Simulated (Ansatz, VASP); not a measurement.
## MnS in VASP and in Ansatz

```
Mn S
1.0
     0.00000    2.82232    2.82232
     2.82232    0.00000    2.82232
     2.82232    2.82232    0.00000
Mn S
1 1
Direct
  0.00000 0.00000 0.00000
  0.25000 0.25000 0.25000
```

Alike in both runs: task single point; functional PBE; k mesh 10 × 10 × 10; occupations gaussian, width 0.05 eV; collinear spin.

|  | VASP | Ansatz |
| --- | --- | --- |
| version | VASP 6.6.1 | Ansatz 0.2.0 |
| potentials or method | VASP PAW PBE potentials, release 64 (Mn_pv, S), cutoff 520 eV | scalar-relativistic, plane waves, PAW |
| valence electrons in the cell | 19 | 21 |

```csv
,VASP,Ansatz,Ansatz less VASP
gap on the k mesh at the Fermi level (eV),none,none,-
pressure (GPa),0.1,0.0,-0.04
net moment per atom (μB),2.49,2.49,0.000
size of the moment on the site where the two differ most (μB),4.37,4.21,-0.158
```

Site moments also hang on the region over which each program counts them. A gap of «none» marks a metal or a gap that the smearing closes. VASP's potentials hold 19 valence electrons a cell and Ansatz's 21, so a difference there can come from the potentials and not from the codes.
